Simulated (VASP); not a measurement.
A run of VASP 6.6.1:

Contents of INCAR:

```
PREC     = Accurate       # precision mode
ENCUT    = 520            # plane-wave cutoff, eV
EDIFF    = 1E-7           # SCF threshold, eV
ISMEAR   = 0              # smearing method
SIGMA    = 0.02           # smearing width, eV
LREAL    = False          # projectors in reciprocal space
LASPH    = True           # aspherical terms in the spheres
NELM     = 80             # most SCF steps
ALGO     = Normal         # electronic algorithm
ISIF     = 2              # what is computed and relaxed
LWAVE    = False          # write WAVECAR
LCHARG   = False          # write CHGCAR
GGA      = PE             # functional
NBANDS   = 15             # bands
```

The input KPOINTS:

```
Automatic mesh
0
Gamma
  8 8 8
```

File POSCAR:

```
BaTe
1.0
    0.0000000000      3.4965740822      3.4965740822
    3.4965740822      0.0000000000      3.4965740822
    3.4965740822      3.4965740822      0.0000000000
Ba Te
1 1
Direct
    0.0000000000      0.0000000000      0.0000000000
    0.5000000000      0.5000000000      0.5000000000
```

Potentials or basis: VASP PAW PBE potentials, release 64 (Ba_sv, Te).

Run with:

```bash
$ cat potpaw_PBE.64/Ba_sv/POTCAR potpaw_PBE.64/Te/POTCAR > POTCAR
$ mpirun -np 1 vasp_std > vasp.out
```

Hardware: 1 thread of Intel(R) Xeon(R) Platinum 8488C (Sapphire Rapids), with other jobs on the host.

Task: Estimate the wall time of this run.

Result: Wall time 41 s on 1 thread of Intel(R) Xeon(R) Platinum 8488C (Sapphire Rapids) (shared host), peak memory 0.25 GiB. Counts: scf iterations 16, k points 29.
